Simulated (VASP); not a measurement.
A run of VASP 6.6.1 is set up as follows.

File INCAR:

```
SYSTEM = PbS
PREC = Accurate
ENCUT = 520
EDIFF = 1E-6
ISMEAR = 0
SIGMA = 0.15
LREAL = .False.
LASPH = .True.
NELM = 60
ALGO = Normal
ISIF = 2
LWAVE = .False.
LCHARG = .False.
GGA = PE
IVDW = 12
NBANDS = 17
```

Contents of KPOINTS:

```
regular mesh
0
Gamma
  16 16 16
  0 0 0
```

The input POSCAR:

```
PbS
1.0
    3.4936896936      0.0000000000      0.0000000000
    0.0000000000      3.4936896936      0.0000000000
    0.0000000000      0.0000000000      3.6017419522
Pb S
1 1
Direct
    0.0000000000      0.0000000000      0.0000000000
    0.5000000000      0.5000000000      0.5000000000
```

Potentials or basis: VASP PAW PBE potentials, release 64 (Pb_d, S).

Run with:

```bash
$ cat potpaw_PBE.64/Pb_d/POTCAR potpaw_PBE.64/S/POTCAR > POTCAR
$ mpirun -np 1 vasp_std > vasp.out
```

Problem. Estimate the pressure.

Solution. 4.0 GPa.

Problem. What does it give for the band gap on the k mesh?

Solution. Zero (bands 10 and 11 overlap by 1.10 eV).

Problem. What does it give for the dispersion energy per atom?

Solution. -0.414 eV.

Stress tensor (GPa, compression positive):
```
5.03 0.00 0.00
0.00 5.03 0.00
0.00 0.00 1.98
```

Caveat: the cell differs from its parent crystal (strain -0.0300 x Voigt [1, 1, 0, 0, 0, 0]); the cell stands under pressure; spin-orbit coupling is left out, which moves the levels of the heavy elements.
